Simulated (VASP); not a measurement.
The system is MgCd2TeSe2.

```
Mg Cd Te Se
1.0
     4.61912    0.00000    0.00000
     0.00000    4.61912    0.00000
     0.00000    0.00000    8.98563
Mg Cd Te Se
1 2 1 2
Direct
  0.50000 0.50000 0.50000
  0.00000 0.00000 0.23770
  0.00000 0.00000 0.76230
  0.00000 0.00000 0.00000
  0.50000 0.50000 0.00000
  0.00000 0.00000 0.50000
```

The cell was generated, and may not be a known phase.

```yaml
Program: VASP 6.6.1
Task: relaxation of cell and atoms
Functional: PBE
Potentials_or_basis: VASP PAW PBE potentials, release 64 (Mg, Cd, Te, Se)
Cutoff: 600 eV
k_mesh: 4 × 4 × 2
Occupations: gaussian, width 0.1 eV
Spin: no spin polarisation
```

At the start: pressure 15.8 GPa; volume 31.95 Å³/atom.

How do energy, volume and symmetry change on relaxing?

Over 24 steps the energy falls by 1197.0 meV/atom and the volume is 32.42 Å³/atom (+1.5 %); space group P4/mmm (No. 123, to 0.1 Å) before and after.

The path:
| step | energy change (eV) | largest force (eV/Å) | pressure (GPa) | volume (Å³) |
| --- | --- | --- | --- | --- |
| 1 | 0.0000 | 8.9497 | 15.83 | 191.72 |
| 2 | -4.9727 | 0.6193 | -4.14 | 275.87 |
| 3 | -5.0174 | 0.6769 | -4.14 | 272.69 |
| 4 | -5.0662 | 0.7423 | -4.14 | 269.48 |
| 5 | -5.4201 | 1.1851 | -2.30 | 231.33 |
| 6 | -5.3986 | 1.1773 | -3.53 | 245.68 |
| 7 | -5.4341 | 1.2026 | -3.12 | 239.40 |
| 8 | -6.3876 | 0.9927 | -2.88 | 218.03 |
| 9 | -5.2556 | 0.1941 | 13.88 | 156.46 |
| 10 | -6.9341 | 0.7811 | -1.45 | 200.90 |
| 11 | -7.0393 | 0.5068 | 1.31 | 185.87 |
| 12 | -7.0594 | 0.5835 | 0.36 | 190.23 |
| 13 | -7.0590 | 0.5662 | 0.56 | 189.27 |
| 14 | -7.0986 | 0.4425 | 0.18 | 191.69 |
| 15 | -7.1431 | 0.2711 | -0.37 | 196.95 |
| 16 | -7.1228 | 0.0259 | -1.10 | 207.71 |
| 17 | -7.1505 | 0.1538 | -0.70 | 200.94 |
| 18 | -7.1753 | 0.0262 | 0.06 | 195.67 |
| 19 | -7.1753 | 0.0303 | 0.06 | 195.57 |
| 20 | -7.1808 | 0.0626 | -0.08 | 195.59 |
| 21 | -7.1808 | 0.0582 | -0.06 | 195.59 |
| 22 | -7.1816 | 0.0493 | 0.02 | 194.87 |
| 23 | -7.1818 | 0.0418 | 0.09 | 194.27 |
| 24 | -7.1822 | 0.0206 | 0.02 | 194.51 |

Final structure:
```
CELL_PARAMETERS angstrom
4.00154 0.00000 0.00000
0.00000 4.00154 0.00000
0.00000 0.00000 12.14773
ATOMIC_POSITIONS crystal
Mg 0.50000 0.50000 0.50000
Cd 0.00000 0.00000 0.24583
Cd 0.00000 0.00000 0.75417
Te 0.00000 0.00000 0.00000
Se 0.50000 0.50000 0.00000
Se 0.00000 0.00000 0.50000
```

Caveat: a cell axis changed by over 15 % at a fixed basis, so the end point is rough.
